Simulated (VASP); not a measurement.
Input of a VASP 6.6.1 run:

Contents of INCAR:

```
ALGO = Normal
EDIFF = 1E-7
ENCUT = 520
GGA = PE
ISIF = 2
ISMEAR = 0
LASPH = T
LCHARG = T
LELF = T
LREAL = F
LVHAR = T
LWAVE = F
NBANDS = 22
NELM = 60
PREC = Accurate
SIGMA = 0.1
```

File KPOINTS:

```
k-points
0
Gamma
  10 10 10
```

File POSCAR:

```
Si5N
1.0
    0.0000000000      3.4976425615      3.4976425615
    3.4976425615      0.0000000000      3.4976425615
    3.4976425615      3.4976425615      0.0000000000
Si N
5 1
Direct
    0.1243027328      0.6270918015      0.1243027328
    0.1243027328      0.1243027328      0.1243027328
    0.6270918015      0.1243027328      0.1243027328
    0.1243027328      0.1243027328      0.6270918015
    0.5000000000      0.5000000000      0.5000000000
    0.7500000000      0.7500000000      0.7500000000
```

Potentials or basis: VASP PAW PBE potentials, release 64 (Si, N).

Command:

```sh
$ cat potpaw_PBE.64/Si/POTCAR potpaw_PBE.64/N/POTCAR > POTCAR
$ mpirun -np 1 vasp_std > vasp.out
```

Predict the pressure.

-0.1 GPa.
